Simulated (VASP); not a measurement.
Write the native input for VASP 6.6.1 that does the following.

```yaml
Task: single point
Functional: PBE
Dispersion: D3(BJ)
Potentials_or_basis: VASP PAW PBE potentials, release 64 (O, H, F)
Cutoff: 520 eV
k_mesh: 1 × 1 × 1
Occupations: fermi-dirac, width 0.02 eV
Spin: no spin polarisation
Dipole_correction: no
Further_INCAR_settings: LREAL = Auto; ALGO = Normal; EDIFF = 1e-07; NBANDS = 55
```

The structure of H17O8F lies in POSCAR:

```
H17O8F
1.0
    6.4950650000      0.0000000000      0.0000000000
    0.0000000000      6.4950650000      0.0000000000
    0.0000000000      0.0000000000      6.4950650000
O H F
8 17 1
Direct
    0.7280142693     -0.0961191304      0.6766829893
    0.5084629638      0.1890204332      0.1071120920
   -0.0187219066      0.5285397452      0.4391026110
    0.3374254145      0.2363948629      0.4832438167
    0.7284299695      0.3094657251      0.7519247305
    0.8591907856      0.8390062301      0.1667265840
    0.6368373527      0.5755292672      0.3253393153
    0.2408751875      0.8580206665      0.1604602879
    0.7513550673     -0.2020918959      0.5680312668
    0.6153595076     -0.1481124515      0.7488454696
    0.5033205980      0.1839550489     -0.0493297604
    0.3848768257      0.1171042938      0.1369039417
    0.0734557699      0.6189314503      0.3373176404
    0.0508847871      0.3993031632      0.4674318117
    0.3884487684      0.2518065639      0.3299428104
    0.1993513537      0.1690668223      0.4573164395
    0.6908014008      0.2012297029      0.6530496616
    0.6666753912      0.4358693870      0.7203623058
    0.8327399341      0.9736007261      0.1094523303
    0.7305392633      0.8343257535      0.2599204165
    0.4982398175      0.5291863900      0.3331144492
    0.7143885396      0.4375167916      0.3051547598
    0.0923162432      0.8937400934      0.1581508422
    0.2294511294      0.8575279847      0.3009361723
    0.0961807157      0.6545277068      0.6339120548
    0.1476197698      0.7888758619      0.6695237076
```

One way to write it, as run:

INCAR

```
SYSTEM = H17O8F
  PREC = Accurate
  ENCUT = 520
  EDIFF = 1E-7
  ISMEAR = -1
  SIGMA = 0.02
  LREAL = Auto
  LASPH = .True.
  NELM = 60
  ALGO = Normal
  ISIF = 2
  LWAVE = .False.
  LCHARG = .False.
  GGA = PE
  IVDW = 12
  NBANDS = 55
```

KPOINTS

```
regular mesh
0
Gamma
  1 1 1
  0 0 0
```

Potentials or basis: VASP PAW PBE potentials, release 64 (O, H, F).

The run is started by

```console
$ cat potpaw_PBE.64/O/POTCAR potpaw_PBE.64/H/POTCAR potpaw_PBE.64/F/POTCAR > POTCAR
$ mpirun -np 1 vasp_gam > vasp.out
```

Results of the run:

```yaml
Pressure: 1.9 GPa
Largest_force: 4.507 eV/Å
Band_gap_on_the_k_mesh: 4.24 eV
Dispersion_energy_per_atom: -0.033 eV
```

Caveat: the k points lie up to 0.97 Å⁻¹ apart.

It took 40 s on 1 thread of Intel Xeon 6975P-C, with other jobs on the host, peak memory 0.3 GiB.
